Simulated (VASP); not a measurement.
Wanted: the native input for a VASP 6.6.1 run.

- Task: single point
- Functional: LDA
- Potentials or basis: VASP PAW LDA potentials, release 64 (Mg, Au)
- Cutoff: 600 eV
- k mesh: 4 × 4 × 4
- Occupations: fermi-dirac, width 0.15 eV
- Spin: no spin polarisation
- Dipole correction: no
- Further INCAR settings: ALGO = Normal; EDIFF = 1e-06; NBANDS = 26

The structure of MgAu3 lies in POSCAR:

```
MgAu3
1.0
   -2.0410379400      2.0410379400      4.1600965500
    2.0410379400     -2.0410379400      4.1600965500
    2.0410379400      2.0410379400     -4.1600965500
Mg Au
1 3
Direct
    0.0000000000      0.0000000000      0.0000000000
    0.5000000000      0.5000000000      0.0000000000
    0.7500000000      0.2500000000      0.5000000000
    0.2500000000      0.7500000000      0.5000000000
```

These files were run (other wordings do the same):

INCAR

```
SYSTEM = MgAu3
PREC = Accurate
ENCUT = 600
EDIFF = 1E-6
ISMEAR = -1
SIGMA = 0.15
LREAL = .FALSE.
LASPH = .TRUE.
NELM = 120
ALGO = Normal
ISIF = 2
LWAVE = .FALSE.
LCHARG = .FALSE.
NBANDS = 26
GGA_COMPAT = .FALSE.
```

KPOINTS

```
Automatic mesh
0
G
  4 4 4
  0 0 0
```

Potentials or basis: VASP PAW LDA potentials, release 64 (Mg, Au).

The run is started by

```bash
$ cat potpaw_LDA.64/Mg/POTCAR potpaw_LDA.64/Au/POTCAR > POTCAR
$ mpirun -np 1 vasp_std > vasp.out
```

It gave:

```
Pressure               : -7.1 GPa
Band gap on the k mesh : zero (an odd number of electrons rules out a gap without spin polarisation)
```

Caveat: the k points lie up to 0.43 Å⁻¹ apart, too coarse for converged energies and pressures of a metal; spin-orbit coupling is left out, which moves the levels of the heavy elements.

It took 26 s on 1 thread of AMD EPYC 9R45 96-Core Processor (Zen 5), with other jobs on the host, peak memory 0.17 GiB.
